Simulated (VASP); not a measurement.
Crystal: Cu.

```
Cu
1.0
     0.00000    1.80750    1.80750
     1.80750    0.00000    1.80750
     1.80750    1.80750    0.00000
Cu
1
Direct
  0.00000 0.00000 0.00000
```

- Program: VASP 6.6.1
- Task: relaxation of cell and atoms
- Functional: PBEsol
- Potentials or basis: VASP PAW PBE potentials, release 64 (Cu)
- Cutoff: 600 eV
- k mesh: 12 × 12 × 12
- Occupations: gaussian, width 0.05 eV
- Spin: no spin polarisation

At the start: pressure -5.9 GPa; volume 11.81 Å³/atom.

Task: Where does the relaxation end?

Result: Over 3 steps the energy falls by 8.7 meV/atom and the volume is 11.36 Å³/atom (-3.8 %); space group Fm-3m (No. 225, to 0.1 Å) before and after.

Step by step:
| step | energy change (eV) | largest force (eV/Å) | pressure (GPa) | volume (Å³) |
| --- | --- | --- | --- | --- |
| 1 | 0.0000 | 0.0000 | -5.86 | 11.81 |
| 2 | -0.0052 | 0.0000 | 4.20 | 11.09 |
| 3 | -0.0087 | 0.0000 | 0.01 | 11.36 |

Final structure:
```
Cu
1.0
     0.00000    1.78403    1.78403
     1.78403    0.00000    1.78403
     1.78403    1.78403    0.00000
Cu
1
Direct
  0.00000 0.00000 0.00000
```

Caveat: the PAW data sets were made with another functional, which shifts forces and pressure a little.
